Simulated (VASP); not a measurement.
# CO2 (Fm-3m) in VASP: notebook

Runs on CO2. Level: PBEsol. Tasks: single point, relaxation of cell and atoms.

All numbers are computed with VASP 6.6.1; they aren't measurements. Logs are shortened: lines on timing, memory, paths and dates and some standing lists are left out, and cuts for length are marked.

## 1. The cell of the first run

The structure is cubic, space group Fm-3m (No. 225). Conventional cell: a = 4.426 Å, b = 4.426 Å, c = 4.426 Å, α = 90.00°, β = 90.00°, γ = 90.00°. Within 2.5 Å of C (site symmetry m-3m) lie 8 O at 1.92 Å. Within 2.5 Å of O (site symmetry -43m) lie 4 C at 1.92 Å and 6 O at 2.21 Å.

## 2. Single point, PBEsol

INCAR

```
  PREC = Accurate
  ENCUT = 520
  EDIFF = 1E-6
  ISMEAR = -1
  SIGMA = 0.02
  LREAL = False
  LASPH = True
  NELM = 60
  ALGO = Normal
  ISIF = 2
  LWAVE = False
  LCHARG = False
  GGA = PS
  NBANDS = 15
```

KPOINTS

```
regular mesh
0
Gamma
  9 9 9
```

POSCAR

```
CO2
1.0
    0.0000000000      2.2128149896      2.2128149896
    2.2128149896      0.0000000000      2.2128149896
    2.2128149896      2.2128149896      0.0000000000
C O
1 2
Direct
    0.0000000000      0.0000000000      0.0000000000
    0.2500000000      0.2500000000      0.2500000000
    0.7500000000      0.7500000000      0.7500000000
```

Potentials or basis: VASP PAW PBE potentials, release 64 (C, O).

Started as:

```bash
cat potpaw_PBE.64/C/POTCAR potpaw_PBE.64/O/POTCAR > POTCAR
mpirun -np 1 vasp_std > vasp.out
```

OUTCAR:

```text
PREC = Accurate
   ENCUT = 520
   EDIFF = 1E-6
   ISMEAR = -1
   LREAL = False
   LASPH = True
   NELM = 60
   ISIF = 2
   GGA = PS

 ion  position               nearest neighbor table
   1  0.000  0.000  0.000-   3 1.92   3 1.92   3 1.92   2 1.92   3 1.92   2 1.92   2 1.92   2 1.92

   2  0.250  0.250  0.250-   1 1.92   1 1.92   1 1.92   1 1.92
   3  0.750  0.750  0.750-   1 1.92   1 1.92   1 1.92   1 1.92

  LATTYP: Found a face centered cubic cell.
 ALAT       =     4.4256299792

  Lattice vectors:

 A1 = (   0.0000000000,   2.2128149896,   2.2128149896)
 A2 = (   2.2128149896,   0.0000000000,   2.2128149896)
 A3 = (   2.2128149896,   2.2128149896,   0.0000000000)

Analysis of symmetry for initial positions (statically):
=====================================================================
 Subroutine PRICEL returns:
 Original cell was already a primitive cell.

 Routine SETGRP: Setting up the symmetry group for a
 face centered cubic supercell.

 Subroutine GETGRP returns: Found 48 space group operations
 (whereof 48 operations were pure point group operations)
 out of a pool of 48 trial point group operations.

The static configuration has the point symmetry O_h .

Analysis of symmetry for dynamics (positions and initial velocities):
=====================================================================
 Subroutine PRICEL returns:
 Original cell was already a primitive cell.

 Routine SETGRP: Setting up the symmetry group for a
 face centered cubic supercell.

 Subroutine GETGRP returns: Found 48 space group operations
 (whereof 48 operations were pure point group operations)
 out of a pool of 48 trial point group operations.

The dynamic configuration has the point symmetry O_h .

 Subroutine INISYM returns: Found 48 space group operations
 (whereof 48 operations are pure point group operations),
 and found     1 'primitive' translations

----------------------------------------------------------------------------------------

                                     Primitive cell

  volume of cell :      21.6703

  direct lattice vectors                    reciprocal lattice vectors
     0.000000000  2.212814990  2.212814990    -0.225956532  0.225956532  0.225956532
     2.212814990  0.000000000  2.212814990     0.225956532 -0.225956532  0.225956532
     2.212814990  2.212814990  0.000000000     0.225956532  0.225956532 -0.225956532

  length of vectors
     3.129392969  3.129392969  3.129392969     0.391368193  0.391368193  0.391368193

  position of ions in fractional coordinates (direct lattice)
     0.000000000  0.000000000  0.000000000
     0.250000000  0.250000000  0.250000000
     0.750000000  0.750000000  0.750000000

[... 86 lines left out ...]
   TEBEG  =    0.0;   TEEND  =   0.0 temperature during run
   PSTRESS=    0.0 pullay stress
   NELECT =      16.0000    total number of electrons
   NUPDOWN=      -1.0000    fix difference up-down
   EMIN   =  10.00;   EMAX   =-10.00  energy-range for DOS
   EFERMI =   0.00;   METHOD = LEGACY
   ISMEAR =    -1;   SIGMA  =   0.02  broadening in eV -4-tet -1-fermi 0-gaus
   EFERMI_NEDOS =   21; number of points for ismear=-14 and -15
   IALGO  =     38    algorithm
   IMIX   =      4    mixing-type and parameters
     AMIX     =   0.40;   BMIX     =  1.00
     AMIX_MAG =   1.60;   BMIX_MAG =  1.00
  volume/ion in A,a.u.               =       7.22        48.75
  Fermi-wavevector in a.u.,A,eV,Ry     =   1.479652  2.796138 29.788207  2.189371
  Thomas-Fermi vector in A             =   2.593784
   LORBIT       =      0    0 simple, 1 ext, 2 COOP (PROOUT), +10 PAW based schemes
   GGA     = PS    functional components
   LHFCALC =     F    Hartree Fock is set to
   AEXX    =    0.0000 exact exchange contribution
   IVDW    =     0    specifies the selected vdW correction
   LEPSILON=     F    determine dielectric tensor
   LRPA    =     F    only Hartree local field effects (RPA)
 non-spin polarized calculation
  energy-cutoff  :      520.00
  volume of cell :       21.67
 maximum number of plane-waves:       594
   NGX = 11   NGY = 11   NGZ = 11

 number of electron      15.9999996 magnetization

 Free energy of the ion-electron system (eV)
  ---------------------------------------------------
  ext. energy  EPLUGINS =         0.00000000
  ---------------------------------------------------
  free energy    TOTEN  =       -13.58074792 eV

  energy without entropy =      -13.57638601  energy(sigma->0) =      -13.57856697

 E-fermi :   5.3132     XC(G=0): -12.5638

 val. band max:        5.3060610224   @ k =  -0.3333   0.3333   0.1111
 cond. band min:       5.3433963991   @ k =  -0.3333   0.4444   0.2222
 fundamental gap:      0.0373353767
 Fermi energy:         5.3131660320

 k-point     1 :       0.0000    0.0000    0.0000
  band No.  band energies     occupation
      1     -17.3484      2.00000
      2      -9.9699      2.00000
      3       0.7900      2.00000
      4       0.7900      2.00000
      5       0.7900      2.00000
      6       1.4394      2.00000
      7       2.4067      2.00000
      8       2.4067      2.00000
      9       2.4067      2.00000
     10       7.9415      0.00000
     11       7.9415      0.00000
     12       7.9415      0.00000
     13      19.8273      0.00000
     14      23.7394      0.00000
[... 401 lines left out ...]
      2     -11.7267      2.00000
      3      -7.1249      2.00000
      4      -2.6868      2.00000
      5      -2.6868      2.00000
      6       4.2663      2.00000
      7       5.1803      1.99740
      8       5.1803      1.99740
      9       5.7986      0.00000
     10       8.0698      0.00000
     11      10.8919      0.00000
     12      10.8919      0.00000
     13      18.1092      0.00000
     14      29.3969      0.00000
     15      29.4793      0.00000

 [... further k-points ...]
[... 5 lines left out ...]
  --------------------------------------------------------------------------------------
  -------------------------------------------------------------------------------------
  Total       -0.0116778     -0.0116778     -0.0116778     -0.0000000     -0.0000000      0.0000000
  in kB       -0.8633867     -0.8633867     -0.8633867     -0.0000000     -0.0000000      0.0000000
  external PRESSURE =      -0.8633867 kB  Pullay stress =       0.0000000 kB

 VOLUME and BASIS-vectors are now :
 -----------------------------------------------------------------------------
  energy-cutoff  :      520.00
  volume of cell :       21.67
      direct lattice vectors                 reciprocal lattice vectors
     0.000000000  2.212814990  2.212814990    -0.225956532  0.225956532  0.225956532
     2.212814990  0.000000000  2.212814990     0.225956532 -0.225956532  0.225956532
     2.212814990  2.212814990  0.000000000     0.225956532  0.225956532 -0.225956532

 POSITION                                       TOTAL-FORCE (eV/Angst)
 -----------------------------------------------------------------------------------
      0.00000      0.00000      0.00000         0.000000     -0.000000      0.000000
      1.10641      1.10641      1.10641        -0.000000     -0.000000     -0.000000
      3.31922      3.31922      3.31922         0.000000      0.000000     -0.000000
 -----------------------------------------------------------------------------------
    total drift:                                0.000000      0.000000      0.000000

  FREE ENERGIE OF THE ION-ELECTRON SYSTEM (eV)
  ---------------------------------------------------
  free  energy   TOTEN  =       -13.5807479214 eV

  energy  without entropy=      -13.5763860098  energy(sigma->0) =      -13.57856697
```

OSZICAR:

```text
N       E                     dE             d eps       ncg     rms          rms(c)
DAV:   1     0.528572328934E+02    0.52857E+02   -0.90051E+03  1050   0.106E+03
DAV:   2    -0.130492848213E+02   -0.65907E+02   -0.58628E+02  1351   0.217E+02
DAV:   3    -0.147925414099E+02   -0.17433E+01   -0.17387E+01  1190   0.340E+01
DAV:   4    -0.147974915967E+02   -0.49502E-02   -0.49501E-02  1330   0.212E+00
DAV:   5    -0.147975080185E+02   -0.16422E-04   -0.16422E-04  1162   0.112E-01    0.817E+00
DAV:   6    -0.141128331677E+02    0.68467E+00   -0.22680E+00  1050   0.181E+01    0.587E+00
DAV:   7    -0.135790094020E+02    0.53382E+00   -0.71179E-01  1050   0.845E+00    0.992E-01
DAV:   8    -0.135818474905E+02   -0.28381E-02   -0.42250E-02  1148   0.192E+00    0.260E-01
DAV:   9    -0.135808665961E+02    0.98089E-03   -0.12721E-03  1240   0.354E-01    0.110E-01
DAV:  10    -0.135807605308E+02    0.10607E-03   -0.57656E-04  1106   0.191E-01    0.289E-02
DAV:  11    -0.135807493612E+02    0.11170E-04   -0.27341E-05  1211   0.439E-02    0.153E-02
DAV:  12    -0.135807478899E+02    0.14712E-05   -0.81764E-06  1113   0.238E-02    0.212E-03
DAV:  13    -0.135807479214E+02   -0.31438E-07   -0.55917E-07   868   0.613E-03
   1 F= -.13580748E+02 E0= -.13578567E+02  d E =-.436191E-02
```

It took 4 s on 1 thread of Intel Xeon 6975P-C (Granite Rapids), shared host; peak memory 0.13 GiB.

What came out:

```
Free energy            : -13.5807 eV
Pressure               : -0.1 GPa
Band gap on the k mesh : zero (bands 8 and 9 overlap by 3.16 eV)
```

Levels at points of the mesh, in eV from the Fermi level:
| k point | band 5 | band 6 | band 7 | band 8 | band 9 | band 10 | band 11 | band 12 |
| --- | --- | --- | --- | --- | --- | --- | --- | --- |
| (0.00, 0.00, 0.00) | -4.52 | -3.87 | -2.91 | -2.91 | -2.91 | 2.63 | 2.63 | 2.63 |

Caveat: the PAW data sets were made with another functional, which shifts forces and pressure a little.

## 3. Relaxation of cell and atoms, PBEsol

INCAR

```
ALGO     = Normal         # electronic algorithm
EDIFF    = 1E-6           # SCF threshold, eV
EDIFFG   = -0.02          # ionic threshold
ENCUT    = 600            # plane-wave cutoff, eV
GGA      = PS             # functional
IBRION   = 2              # ionic algorithm
ISIF     = 3              # what is computed and relaxed
ISMEAR   = -1             # smearing method
LASPH    = T              # aspherical terms in the spheres
LCHARG   = F              # write CHGCAR
LREAL    = F              # projectors in reciprocal space
LWAVE    = F              # write WAVECAR
NELM     = 100            # most SCF steps
NSW      = 60             # ionic steps
PREC     = Accurate       # precision mode
SIGMA    = 0.02           # smearing width, eV
```

KPOINTS

```
k-points
0
Gamma
  9 9 9
```

POSCAR

```
CO2
1.0
    0.0000000000      2.2142207985      2.2142207985
    2.2142207985      0.0000000000      2.2142207985
    2.2142207985      2.2142207985      0.0000000000
C O
1 2
Direct
    0.0000000000      0.0000000000      0.0000000000
    0.2500000000      0.2500000000      0.2500000000
    0.7500000000      0.7500000000      0.7500000000
```

Potentials or basis: VASP PAW PBE potentials, release 64 (C, O).

Started as:

```bash
cat potpaw_PBE.64/C/POTCAR potpaw_PBE.64/O/POTCAR > POTCAR
mpirun -np 1 vasp_std > vasp.out
```

It took 8.7 s on 1 thread of Intel Xeon 6975P-C (Granite Rapids), shared host; peak memory 0.15 GiB.

Results (log left out):

| Quantity | Value |
| --- | --- |
| Free energy | -13.5839 eV |
| Relaxed volume | 7.20 Å³/atom |
| Relaxed cell | a = 3.127 Å, b = 3.127 Å, c = 3.127 Å, α = 60.00°, β = 60.00°, γ = 60.00° |
| Space group after relaxing (to 0.1 Å) | Fm-3m (No. 225) |
| Energy gained by relaxing | 0.0 meV/atom |
| Ionic steps | 2 |
| Pressure after relaxing | 0.2 GPa |
| Band gap on the k mesh | zero (bands 8 and 9 overlap by 3.17 eV) |

Step by step:
| step | energy change (eV) | largest force (eV/Å) | pressure (GPa) | volume (Å³) |
| --- | --- | --- | --- | --- |
| 1 | 0.0000 | 0.0000 | -0.69 | 21.71 |
| 2 | -0.0001 | 0.0000 | 0.23 | 21.61 |

Final structure:
```
CELL_PARAMETERS angstrom
0.00000 2.21088 2.21088
2.21088 0.00000 2.21088
2.21088 2.21088 0.00000
ATOMIC_POSITIONS crystal
C 0.00000 0.00000 0.00000
O 0.25000 0.25000 0.25000
O 0.75000 0.75000 0.75000
```

Levels at points of the mesh, in eV from the Fermi level:
| k point | band 5 | band 6 | band 7 | band 8 | band 9 | band 10 | band 11 | band 12 |
| --- | --- | --- | --- | --- | --- | --- | --- | --- |
| (0.00, 0.00, 0.00) | -4.54 | -3.86 | -2.92 | -2.92 | -2.92 | 2.63 | 2.63 | 2.63 |

Caveat: the PAW data sets were made with another functional, which shifts forces and pressure a little.
